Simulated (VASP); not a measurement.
A run of VASP 6.6.1 is set up as follows.

The input INCAR:

```
  PREC = Accurate
  ENCUT = 520
  EDIFF = 1E-6
  ISMEAR = -1
  SIGMA = 0.02
  LREAL = F
  LASPH = T
  NELM = 60
  ALGO = Normal
  ISIF = 2
  LWAVE = F
  LCHARG = F
  GGA = CA
  NBANDS = 12
```

Contents of KPOINTS:

```
Automatic mesh
0
Gamma
  9 9 9
```

The input POSCAR:

```
Cd
1.0
    1.6133714788      0.9314804550      2.4574246373
   -1.6133714788      0.9314804550      2.4574246373
    0.0000000000     -1.8629609199      2.4574246373
Cd
1
Direct
    0.0000000000      0.0000000000      0.0000000000
```

Potentials or basis: VASP PAW LDA potentials, release 64 (Cd).

Command:

```bash
$ cat potpaw_LDA.64/Cd/POTCAR > POTCAR
$ mpirun -np 1 vasp_std > vasp.out
```

**Question.** What does it give for the band gap on the k mesh?

**Answer.** Zero (band 6 reaches 3.15 eV, above the bottom of band 7 at 1.18 eV).

**Question.** Estimate the pressure.

**Answer.** -4.7 GPa.

Stress tensor (GPa, compression positive):
```
-4.33  0.00  0.00
 0.00 -4.33  0.00
 0.00  0.00 -5.38
```
